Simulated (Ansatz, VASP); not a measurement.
**One calculation of BeS, two programs**

```
Be S
1.0
     0.00000    2.59202    2.39227
     2.39227    0.00000    2.39227
     2.39227    2.59202    0.00000
Be S
1 1
Direct
  0.00000 0.00000 0.00000
  0.75000 0.75000 0.75000
```

Alike in both runs: task single point; functional PBEsol; k mesh 10 × 10 × 10; occupations gaussian, width 0.05 eV; no spin polarisation.

|  | VASP | Ansatz |
| --- | --- | --- |
| version | VASP 6.6.1 | Ansatz 0.2.0 |
| potentials or method | VASP PAW PBE potentials, release 64 (Be, S), cutoff 520 eV | scalar-relativistic, plane waves, PAW |
| valence electrons in the cell | 8 | 8 |

|  | VASP | Ansatz | Ansatz less VASP |
| --- | --- | --- | --- |
| gap on the k mesh at the Fermi level (eV) | 2.67 | 2.67 | -0.003 |
| least direct gap on the mesh (eV) | 5.18 | 5.18 | -0.002 |
| pressure (GPa) | -4.1 | -4.2 | -0.14 |
| traceless stress, the component that is largest in VASP (GPa) | -5.59 | -5.62 | -0.026 |

VASP's potentials were made for PBE, not for PBEsol.
